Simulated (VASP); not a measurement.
Set up this calculation in VASP 6.6.1, as the native input.

```yaml
Task: single point
Functional: PBE
Potentials_or_basis: VASP PAW PBE potentials, release 64 (Cu)
Cutoff: 520 eV
k_mesh: 10 × 10 × 10
Occupations: gaussian, width 0.05 eV
Spin: no spin polarisation
Dipole_correction: no
Further_INCAR_settings: ALGO = Normal; EDIFF = 1e-06; NBANDS = 12
```

The structure of Cu lies in POSCAR:

```
Cu
1.0
    0.0000000000      1.8050000000      1.8050000000
    1.8050000000      0.0000000000      1.8050000000
    1.8050000000      1.8050000000      0.0000000000
Cu
1
Direct
    0.0000000000      0.0000000000      0.0000000000
```

These files were run (other wordings do the same):

INCAR

```
SYSTEM = Cu
  PREC = Accurate
  ENCUT = 520
  EDIFF = 1E-6
  ISMEAR = 0
  SIGMA = 0.05
  LREAL = .FALSE.
  LASPH = .TRUE.
  NELM = 60
  ALGO = Normal
  ISIF = 2
  LWAVE = .FALSE.
  LCHARG = .FALSE.
  GGA = PE
  NBANDS = 12
```

KPOINTS

```
Automatic mesh
0
G
  10 10 10
  0 0 0
```

Potentials or basis: VASP PAW PBE potentials, release 64 (Cu).

The run is started by

```bash
$ cat potpaw_PBE.64/Cu/POTCAR > POTCAR
$ mpirun -np 1 vasp_std > vasp.out
```

Results of the run:

```
Pressure : 3.3 GPa
```

Run time: 4.7 s on 1 thread of Intel(R) Xeon(R) Platinum 8375C CPU @ 2.90GHz (Ice Lake), on a shared host, peak memory 0.12 GiB.
